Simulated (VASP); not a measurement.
Set up this calculation in VASP 6.6.1, as the native input.

- Task: single point
- Functional: r2SCAN-based global hybrid with 50 % exact exchange
- Potentials or basis: VASP PAW PBE potentials, release 64 (Ga_d, P)
- Cutoff: 520 eV
- k mesh: 5 × 5 × 5
- Occupations: fermi-dirac, width 0.05 eV
- Spin: no spin polarisation
- Dipole correction: no
- Grid for exact exchange (PRECFOCK): Normal
- Share of exact exchange: 0.5
- Further INCAR settings: ALGO = Normal; EDIFF = 1e-06; NBANDS = 16

The system is GaP.

```
CELL_PARAMETERS angstrom
0.00000 2.72525 2.72525
2.72525 0.00000 2.72525
2.72525 2.72525 0.00000
ATOMIC_POSITIONS crystal
Ga 0.00000 0.00000 0.00000
P 0.75000 0.75000 0.75000
```

These files were run (other wordings do the same):

POSCAR

```
GaP
1.0
    0.0000000000      2.7252500000      2.7252500000
    2.7252500000      0.0000000000      2.7252500000
    2.7252500000      2.7252500000      0.0000000000
Ga P
1 1
Direct
    0.0000000000      0.0000000000      0.0000000000
    0.7500000000      0.7500000000      0.7500000000
```

INCAR.step1

```
PREC = Accurate
ENCUT = 520
EDIFF = 1E-5
ISMEAR = -1
SIGMA = 0.05
LREAL = False
LASPH = True
NELM = 80
ALGO = Normal
ISIF = 2
LWAVE = True
NBANDS = 16
GGA = PE
```

INCAR.step2

```
PREC = Accurate
ENCUT = 520
EDIFF = 1E-6
ISMEAR = -1
SIGMA = 0.05
LREAL = False
LASPH = True
NELM = 80
ALGO = Normal
ISIF = 2
LWAVE = False
LCHARG = True
METAGGA = R2SCAN
LHFCALC = True
AEXX = 0.5
LMIXTAU = True
PRECFOCK = Normal
LELF = True
LVHAR = True
NBANDS = 16
ISTART = 1
```

KPOINTS

```
Automatic mesh
0
Gamma
  5 5 5
```

Potentials or basis: VASP PAW PBE potentials, release 64 (Ga_d, P).

Run with:

```console
$ cat potpaw_PBE.64/Ga_d/POTCAR potpaw_PBE.64/P/POTCAR > POTCAR
$ cp INCAR.step1 INCAR
$ mpirun -np 1 vasp_std > vasp.out
$ cp INCAR.step2 INCAR
$ mpirun -np 1 vasp_std > vasp.out
```

It gave:

```json
{
  "Pressure": "-1.9 GPa",
  "Band gap on the k mesh": "4.45 eV (least direct gap 5.28 eV)"
}
```

Caveat: the PAW data sets were made with another functional, which shifts forces and pressure a little; an odd mesh through Γ misses points on the zone boundary, where band edges can lie.

Run time: 28 min on 1 thread of AMD EPYC 7R43 64-Core Processor (Zen 3) (shared host), peak memory 0.15 GiB.
